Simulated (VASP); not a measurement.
# Sb (I4/mmm) in VASP: settings compared, part 2 of 2

VASP 6.6.1.

## (5) Single point, PBE0

This run uses another cell than the first one, of 25.34 Å³/atom, 0.922 times its volume.

File POSCAR:

```
Sb
1.0
   -1.5443568632      1.5443568632      2.6565772150
    1.5443568632     -1.5443568632      2.6565772150
    1.5443568632      1.5443568632     -2.6565772150
Sb
1
Direct
    0.0000000000      0.0000000000      0.0000000000
```

File INCAR.step1:

```
SYSTEM = Sb
PREC     = Accurate       ! precision mode
ENCUT    = 520            ! plane-wave cutoff, eV
EDIFF    = 1E-5           ! SCF threshold, eV
ISMEAR   = -1             ! smearing method
SIGMA    = 0.05           ! smearing width, eV
LREAL    = .FALSE.        ! projectors in reciprocal space
LASPH    = .TRUE.         ! aspherical terms in the spheres
NELM     = 80             ! most SCF steps
ALGO     = Normal         ! electronic algorithm
ISIF     = 2              ! what is computed and relaxed
LWAVE    = .TRUE.         ! write WAVECAR
LCHARG   = .FALSE.        ! write CHGCAR
NBANDS   = 8              ! bands
GGA      = PE             ! functional
```

File INCAR.step2:

```
SYSTEM = Sb
PREC     = Accurate       ! precision mode
ENCUT    = 520            ! plane-wave cutoff, eV
EDIFF    = 1E-6           ! SCF threshold, eV
ISMEAR   = -1             ! smearing method
SIGMA    = 0.05           ! smearing width, eV
LREAL    = .FALSE.        ! projectors in reciprocal space
LASPH    = .TRUE.         ! aspherical terms in the spheres
NELM     = 80             ! most SCF steps
ALGO     = Normal         ! electronic algorithm
ISIF     = 2              ! what is computed and relaxed
LWAVE    = .FALSE.        ! write WAVECAR
LCHARG   = .FALSE.        ! write CHGCAR
GGA      = PE             ! functional
LHFCALC  = .TRUE.         ! exact exchange
AEXX     = 0.25           ! exact-exchange fraction
PRECFOCK = Normal       
NBANDS   = 8              ! bands
ISTART   = 1
```

File KPOINTS:

```
regular mesh
0
G
  6 6 6
  0 0 0
```

Potentials or basis: VASP PAW PBE potentials, release 64 (Sb).

Command:

```bash
$ cat potpaw_PBE.64/Sb/POTCAR > POTCAR
$ cp INCAR.step1 INCAR
$ mpirun -np 1 vasp_std > vasp.out
$ cp INCAR.step2 INCAR
$ mpirun -np 1 vasp_std > vasp.out
```

OUTCAR:

```text
SYSTEM = Sb
   PREC = Accurate
   ENCUT = 520
   EDIFF = 1E-6
   ISMEAR = -1
   LREAL = .FALSE.
   LASPH = .TRUE.
   NELM = 80
   ISIF = 2
   GGA = PE
   LHFCALC = .TRUE.
   AEXX = 0.25
   PRECFOCK = Normal
   ISTART = 1

 ion  position               nearest neighbor table
   1  0.000  0.000  0.000-

  LATTYP: Found a body centered tetragonal cell.
 ALAT       =     3.0887137264
 C/A-ratio  =     1.7201835135

  Lattice vectors:

 A1 = (  -1.5443568632,   1.5443568632,   2.6565772150)
 A2 = (   1.5443568632,  -1.5443568632,   2.6565772150)
 A3 = (   1.5443568632,   1.5443568632,  -2.6565772150)

Analysis of symmetry for initial positions (statically):
=====================================================================
 Subroutine PRICEL returns:
 Original cell was already a primitive cell.

 Routine SETGRP: Setting up the symmetry group for a
 body centered tetragonal supercell.

 Subroutine GETGRP returns: Found 16 space group operations
 (whereof 16 operations were pure point group operations)
 out of a pool of 16 trial point group operations.

The static configuration has the point symmetry D_4h.

Analysis of symmetry for dynamics (positions and initial velocities):
=====================================================================
 Subroutine PRICEL returns:
 Original cell was already a primitive cell.

 Routine SETGRP: Setting up the symmetry group for a
 body centered tetragonal supercell.

 Subroutine GETGRP returns: Found 16 space group operations
 (whereof 16 operations were pure point group operations)
 out of a pool of 16 trial point group operations.

The dynamic configuration has the point symmetry D_4h.

 Subroutine INISYM returns: Found 16 space group operations
 (whereof 16 operations are pure point group operations),
 and found     1 'primitive' translations

----------------------------------------------------------------------------------------

                                     Primitive cell

  volume of cell :      25.3442

  direct lattice vectors                    reciprocal lattice vectors
    -1.544356863  1.544356863  2.656577215     0.000000000  0.323759367  0.188212109
     1.544356863 -1.544356863  2.656577215     0.323759367  0.000000000  0.188212109
     1.544356863  1.544356863 -2.656577215     0.323759367  0.323759367  0.000000000

  length of vectors
     3.439110167  3.439110167  3.439110167     0.374491556  0.374491556  0.457864887

  position of ions in fractional coordinates (direct lattice)
     0.000000000  0.000000000  0.000000000

  ion indices of the primitive-cell ions
   primitive index   ion index
                 1           1

----------------------------------------------------------------------------------------

 KPOINTS: regular mesh

Automatic generation of k-mesh.
 Grid dimensions read from file:
 generate k-points for:    6    6    6

 Generating k-lattice:

  Cartesian coordinates                     Fractional coordinates (reciprocal lattice)
     0.000000000  0.053959894  0.031368685     0.166666667  0.000000000  0.000000000
     0.053959894  0.000000000  0.031368685     0.000000000  0.166666667  0.000000000
     0.053959894  0.053959894  0.000000000     0.000000000  0.000000000  0.166666667

  Length of vectors
     0.062415259  0.062415259  0.076310815

  Shift w.r.t. Gamma in fractional coordinates (k-lattice)
     0.000000000  0.000000000  0.000000000

 Subroutine IBZKPT returns following result:
 ===========================================

 Found     30 irreducible k-points:

 Following reciprocal coordinates:
            Coordinates               Weight
  0.000000  0.000000  0.000000      1.000000
  0.166667 -0.000000  0.000000      8.000000
  0.333333 -0.000000  0.000000      8.000000
  0.500000 -0.000000  0.000000      4.000000
  0.166667  0.166667  0.000000      8.000000
  0.333333  0.166667  0.000000     16.000000
[... 16 lines left out ...]
 -0.333333 -0.333333  0.166667      8.000000
 -0.166667 -0.333333  0.166667      8.000000
 [... further k-points ...]
   k-points           NKPTS =     30   k-points in BZ     NKDIM =    216   number of bands    NBANDS=      8
   number of dos      NEDOS =    301   number of ions     NIONS =      1
   total plane-waves  NPLWV =  21952
   dimension x,y,z NGX =    28 NGY =   28 NGZ =   28
   dimension x,y,z NGXF=    56 NGYF=   56 NGZF=   56
   ions per type =               1
   NGX,Y,Z   is equivalent  to a cutoff of  13.54, 13.54, 13.54 a.u.
   NGXF,Y,Z  is equivalent  to a cutoff of  27.07, 27.07, 27.07 a.u.
 SYSTEM =  Sb
   PREC   = accura    normal or accurate (medium, high low for compatibility)
   ISTART =      1    job   : 0-new  1-cont  2-samecut
   ICHARG =      0    charge: 1-file 2-atom 10-const
   ISPIN  =      1    spin polarized calculation?
   LNONCOLLINEAR =      F non collinear calculations
   LSORBIT =      F    spin-orbit coupling
   LASPH  =      T    aspherical Exc in radial PAW
   ENCUT  =  520.0 eV  38.22 Ry    6.18 a.u.   6.39  6.39  6.39*2*pi/ulx,y,z
   NELM   =     80;   NELMIN=  2; NELMDL=  0     # of ELM steps
   EDIFF  = 0.1E-05   stopping-criterion for ELM
   LREAL  =      F    real-space projection
   EDIFFG = 0.1E-04   stopping-criterion for IOM
   NSW    =      0    number of steps for IOM
   IBRION =     -1    ionic relax: 0-MD 1-quasi-New 2-CG
   NFREE  =      0    steps in history (QN), initial steepest desc. (CG)
   ISIF   =      2    stress and relaxation
   ISYM   =      3    0-nonsym 1-usesym 2-fastsym
   POTIM  = 0.5000    time-step for ionic-motion
   TEBEG  =    0.0;   TEEND  =   0.0 temperature during run
   PSTRESS=    0.0 pullay stress
   NELECT =       5.0000    total number of electrons
   NUPDOWN=      -1.0000    fix difference up-down
   EMIN   =  10.00;   EMAX   =-10.00  energy-range for DOS
   EFERMI =   0.00;   METHOD = LEGACY
   ISMEAR =    -1;   SIGMA  =   0.05  broadening in eV -4-tet -1-fermi 0-gaus
   EFERMI_NEDOS =   21; number of points for ismear=-14 and -15
   IALGO  =     38    algorithm
   IMIX   =      1    mixing-type and parameters
     AMIX     =   0.40;   BMIX     =  1.00
     AMIX_MAG =   1.60;   BMIX_MAG =  1.00
  volume/ion in A,a.u.               =      25.34       171.03
  Fermi-wavevector in a.u.,A,eV,Ry     =   0.953028  1.800961 12.357655  0.908262
  Thomas-Fermi vector in A             =   2.081645
   LORBIT       =      0    0 simple, 1 ext, 2 COOP (PROOUT), +10 PAW based schemes
   GGA     = PE    functional components
   LHFCALC =     T    Hartree Fock is set to
   PRECFOCK=normal    Normal, Fast or Accurate (Low or Medium for compatibility)
   ENCUT4O =  -1.0   cutoff for four orbital integrals eV
   NKREDX  =     1    reduce k-point grid by
   NKREDY  =     1    reduce k-point grid by
   NKREDZ  =     1    reduce k-point grid by
   AEXX    =    0.2500 exact exchange contribution
   HFSCREEN=    0.0000 screening length (either q_TF or 0.3 A-1)
   HFSCREENC=   0.0000 screening length for correlation (either q_TF or 0.3 A-1)
   ENCUTFOCK=  -1.0 apply spherical cutoff to Coloumb kernel
   IVDW    =     0    specifies the selected vdW correction
   LEPSILON=     F    determine dielectric tensor
   LRPA    =     F    only Hartree local field effects (RPA)
 non-spin polarized calculation
  energy-cutoff  :      520.00
  volume of cell :       25.34
 maximum number of plane-waves:       694
 NGX is ok and might be reduce to    28
  NGX = 20; NGY = 20; NGZ = 20

 number of electron       5.0000000 magnetization

 Free energy of the ion-electron system (eV)
  ---------------------------------------------------
  ext. energy  EPLUGINS =         0.00000000
  ---------------------------------------------------
  free energy    TOTEN  =        -5.29496170 eV

  energy without entropy =       -5.29321478  energy(sigma->0) =       -5.29408824

 E-fermi :   9.8049     XC(G=0):  -8.2919

 val. band max:        8.8330723551   @ k =  -0.3333   0.3333   0.0000
 cond. band min:       9.9405923967   @ k =   0.5000   0.3333   0.0000
 fundamental gap:      1.1075200416
 Fermi energy:         9.8049099288

 k-point     1 :       0.0000    0.0000    0.0000
  band No.  band energies     occupation
      1      -6.2037      2.00000
      2      15.4098      0.00000
      3      16.2521      0.00000
      4      16.2521      0.00000
      5      19.7832      0.00000
      6      21.2015      0.00000
      7      21.2348      0.00000
      8      21.2352      0.00000
[... 243 lines left out ...]
 k-point    24 :      -0.1667   -0.3333    0.1667
  band No.  band energies     occupation
      1      -4.2839      2.00000
      2       7.7657      2.00000
      3      10.5466      0.00000
      4      14.1122      0.00000
      5      17.7053      0.00000
      6      20.7647      0.00000
      7      22.5780      0.00000
      8      24.9730      0.00000

 [... further k-points ...]
[... 5 lines left out ...]
  --------------------------------------------------------------------------------------
  -------------------------------------------------------------------------------------
  Total        0.6670296      0.6670296     -0.0055686      0.0000000      0.0000000      0.0000000
  in kB       42.1675048     42.1675048     -0.3520267      0.0000000      0.0000000      0.0000000
  external PRESSURE =      27.9943277 kB  Pullay stress =       0.0000000 kB

 VOLUME and BASIS-vectors are now :
 -----------------------------------------------------------------------------
  energy-cutoff  :      520.00
  volume of cell :       25.34
      direct lattice vectors                 reciprocal lattice vectors
    -1.544356863  1.544356863  2.656577215     0.000000000  0.323759367  0.188212109
     1.544356863 -1.544356863  2.656577215     0.323759367  0.000000000  0.188212109
     1.544356863  1.544356863 -2.656577215     0.323759367  0.323759367  0.000000000

 POSITION                                       TOTAL-FORCE (eV/Angst)
 -----------------------------------------------------------------------------------
      0.00000      0.00000      0.00000        -0.000000     -0.000000      0.000000
 -----------------------------------------------------------------------------------
    total drift:                               -0.000000     -0.000000      0.000000

  FREE ENERGIE OF THE ION-ELECTRON SYSTEM (eV)
  ---------------------------------------------------
  free  energy   TOTEN  =        -5.2949616951 eV

  energy  without entropy=       -5.2932147816  energy(sigma->0) =       -5.29408824
```

It took 5.6 min on 1 thread of Intel Xeon 6975P-C (Granite Rapids), shared host; peak memory 0.17 GiB.

What came out:

| Item | Value |
| --- | --- |
| Free energy | -5.2950 eV |
| Pressure | 2.8 GPa |

Caveat: the k points lie up to 0.48 Å⁻¹ apart; the PAW data sets were made with another functional, which shifts forces and pressure a little; spin-orbit coupling is left out, which moves the levels of the heavy elements.

## (6) Summary

| level | potentials or basis | cell | k mesh | grid for exact exchange (PRECFOCK) | gap on the mesh (eV) | pressure (GPa) |
| --- | --- | --- | --- | --- | --- | --- |
| LDA | VASP PAW LDA potentials, release 64 (Sb) | a = 3.534 Å, angles 126.6, 126.6, 78.8°, 1 atom | 12 × 12 × 12 | - | none | -3.5 |
| LDA | VASP PAW LDA potentials, release 64 (Sb) | a = 3.557 Å, angles 126.6, 126.6, 78.8°, 1 atom | 12 × 12 × 12 | - | none | -4.5 |
| r2SCAN | VASP PAW PBE potentials, release 64 (Sb) | a = 3.463 Å, angles 126.6, 126.6, 78.8°, 1 atom | 12 × 12 × 12 | - | none | 4.2 |
| PBE0 | VASP PAW PBE potentials, release 64 (Sb) | a = 3.439 Å, angles 126.6, 126.6, 78.8°, 1 atom | 6 × 6 × 6 | Normal | none | 2.8 |

Alike in all rows: task single point; no spin polarisation; cutoff (eV) 520; smearing fermi-dirac 0.05 eV.

Caveats: some runs use coarse meshes; spin-orbit coupling is left out, which moves the levels of the heavy elements; the PAW data sets were made with another functional, which shifts forces and pressure a little (some runs).

Absolute energies hang on the potentials; compare differences alone.
